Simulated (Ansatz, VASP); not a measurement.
**Two plane-wave programs on ZnS**

```
Zn S
1.0
     3.53785    0.00000    0.00000
    -1.76893    3.06387    0.00000
     0.00000    0.00000    6.55755
Zn S
2 2
Direct
  0.33333 0.66667 0.00522
  0.66667 0.33333 0.50522
  0.33333 0.66667 0.37978
  0.66667 0.33333 0.87978
```

Change from the starting cell: strain -0.080 along x and y, +0.040 along z, atoms carried along.

Alike in both runs: task single point; functional PBE; k mesh 12 × 12 × 4; occupations gaussian, width 0.05 eV; no spin polarisation.

|  | VASP | Ansatz |
| --- | --- | --- |
| version | VASP 6.6.1 | Ansatz 0.2.0 |
| potentials or method | VASP PAW PBE potentials, release 64 (Zn, S), cutoff 520 eV | scalar-relativistic, plane waves, PAW |
| valence electrons in the cell | 36 | 36 |

Ansatz gave:

| Item | Value |
| --- | --- |
| gap on the k mesh at the Fermi level (eV) | 1.94 |
| least direct gap on the mesh (eV) | 1.94 |
| pressure (GPa) | 13.8 |
| traceless stress, the component that is largest in VASP (GPa) | -14.13 |
| rms of the force components (eV/Å) | 0.590 |

Task: Estimate VASP's values.

Result: gap on the k mesh at the Fermi level (eV): 1.94; least direct gap on the mesh (eV): 1.94; pressure (GPa): 14.0; traceless stress, the component that is largest in VASP (GPa): -14.18; rms of the force components (eV/Å): 0.597.

Atom by atom the forces differ by 0.007 eV/Å (rms over components).
